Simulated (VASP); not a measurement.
Input of a VASP 6.6.1 run:

The input INCAR:

```
SYSTEM = ZnS
  ALGO = Normal
  EDIFF = 1E-6
  ENCUT = 520
  GGA = CA
  ISIF = 2
  ISMEAR = 0
  LASPH = .True.
  LCHARG = .False.
  LREAL = .False.
  LWAVE = .False.
  NBANDS = 16
  NELM = 80
  PREC = Accurate
  SIGMA = 0.01
```

Contents of KPOINTS:

```
k-points
0
Gamma
  10 10 10
  0 0 0
```

POSCAR

```
ZnS
1.0
    0.0000000000      2.5954004209      2.5954004209
    2.5954004209      0.0000000000      2.5954004209
    2.5954004209      2.5954004209      0.0000000000
Zn S
1 1
Direct
    0.0000000000      0.0000000000      0.0000000000
    0.7500000000      0.7500000000      0.7500000000
```

Potentials or basis: VASP PAW LDA potentials, release 64 (Zn, S).

Run with:

```bash
$ cat potpaw_LDA.64/Zn/POTCAR potpaw_LDA.64/S/POTCAR > POTCAR
$ mpirun -np 1 vasp_std > vasp.out
```

(1) What does it give for the pressure?

(2) Predict the band gap on the k mesh.

Results:

(1) 6.3 GPa.

(2) 2.44 eV.

Caveat: the cell stands under pressure.
